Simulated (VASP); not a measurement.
A run of VASP 6.6.1:

INCAR

```
PREC = Accurate
ENCUT = 600
EDIFF = 1E-6
ISMEAR = 0
SIGMA = 0.1
LREAL = F
LASPH = T
NELM = 200
ALGO = Normal
ISIF = 2
LWAVE = F
LCHARG = F
ISPIN = 2
MAGMOM = 2.74 0 0
LORBIT = 11
LMAXMIX = 4
GGA = PE
NBANDS = 24
GGA_COMPAT = F
```

The input KPOINTS:

```
Automatic mesh
0
Gamma
  3 3 3
```

The input POSCAR:

```
MnO2
1.0
    1.5346205014      0.8860135596      4.9246875701
   -1.5346205014      0.8860135596      4.9246875701
    0.0000000000     -1.7720271192      4.9246875701
Mn O
1 2
Direct
    0.0000000000      0.0000000000      0.0000000000
    0.2643644900      0.2643644900      0.2643644900
    0.7356355100      0.7356355100      0.7356355100
```

Potentials or basis: VASP PAW PBE potentials, release 64 (Mn_pv, O).

Run with:

```console
$ cat potpaw_PBE.64/Mn_pv/POTCAR potpaw_PBE.64/O/POTCAR > POTCAR
$ mpirun -np 1 vasp_std > vasp.out
```

Hardware: 1 thread of AMD EPYC 9R45 96-Core Processor (Zen 5) (shared host).

Problem. Estimate the wall time of this run.

Solution. It took 28 s on 1 thread of AMD EPYC 9R45 96-Core Processor (Zen 5) (shared host), peak memory 0.27 GiB. Counts: scf iterations 17, k points 6.
